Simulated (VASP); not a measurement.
Runs of VASP 6.6.1 on CoO. The typed cell holds 4 atoms: a = 3.198 Å, b = 3.198 Å, c = 5.229 Å, α = 90.00°, β = 90.00°, γ = 120.00°. 

```tsv
k mesh	gap on the mesh (eV)	pressure (GPa)	moment (μB)	largest force (eV/Å)
1 × 1 × 1	-	-7.4	0.00	(b)
6 × 6 × 2	none	(a)	0.00	(c)
3 × 3 × 2	0.04	-9.5	0.00	0.04
6 × 6 × 4	none	-10.1	0.00	0.11
```

Alike in all rows: task single point; level PBEsol; potentials or basis VASP PAW PBE potentials, release 64 (Co, O); spin collinear, antiferromagnetic start; cell as given; cutoff (eV) 520; smearing gaussian 0.1 eV.

Task: Estimate the missing entries.

Result: (a) -9.8; (b) 2.58; (c) 0.07.

Caveats: all runs use coarse meshes; the PAW data sets were made with another functional, which shifts forces and pressure a little; semilocal functionals often make such compounds metallic where correlation or magnetic order opens a gap, which also shifts bond lengths (some runs).

A k mesh can miss the band edges.

A gap of «none» marks levels without a gap at the run's occupations.
